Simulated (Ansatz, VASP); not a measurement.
One calculation of Sn, two programs

The input INCAR:

```
PREC = Accurate
ENCUT = 520
EDIFF = 1E-8
ISMEAR = -1
SIGMA = 0.03
LREAL = F
LASPH = T
NELM = 100
ALGO = Normal
ISIF = 2
LWAVE = F
LCHARG = F
GGA = CA
LEFG = T
NBANDS = 21
```

The input KPOINTS:

```
regular mesh
0
Gamma
  9 9 9
```

POSCAR

```
Sn
1.0
    0.0000000000      3.2670946662      3.2670946662
    3.2670946662      0.0000000000      3.2670946662
    3.2670946662      3.2670946662      0.0000000000
Sn
2
Direct
    0.5000000000      0.5000000000      0.5000000000
    0.7500000000      0.7500000000      0.7500000000
```

Input for Ansatz:

```yaml
crystal:
  lattice:
    - [0.0, 3.2670946662, 3.2670946662]
    - [3.2670946662, 0.0, 3.2670946662]
    - [3.2670946662, 3.2670946662, 0.0]
  atoms:
    - { symbol: Sn, position: [0.5, 0.5, 0.5] }
    - { symbol: Sn, position: [0.75, 0.75, 0.75] }
kpoints:
  mp_grid: { grid: [9, 9, 9] }
scf:
  occupations: { method: fermi_dirac, width: 0.03 }
hamiltonian:
  xc: lda
  pseudopotentials: { kind: all_electron, datasets: crystal }
output:
  forces: true
  stress: true
  eigenvalues: true
  efg: { contact_densities: true }
```

Change from the starting cell: volume scaled by 1.02, crystal datasets.

Alike in both runs: task electric field gradients; functional LDA; k mesh 9 × 9 × 9; occupations fermi-dirac, width 0.03 eV; no spin polarisation.

|  | VASP | Ansatz |
| --- | --- | --- |
| version | VASP 6.6.1 | Ansatz 0.2.0 |
| potentials or method | VASP PAW LDA potentials, release 64 (Sn_d), cutoff 520 eV | all-electron PAW with datasets made for the crystal, scalar-relativistic |

```tsv
	VASP	Ansatz	Ansatz less VASP
pressure (GPa)	-1.2	-1.2	+0.02
```

LDA's correlation is that of Perdew and Zunger in VASP and of Perdew and Wang (1992) in Ansatz. Ansatz ran all-electron here, and VASP with PAW potentials.
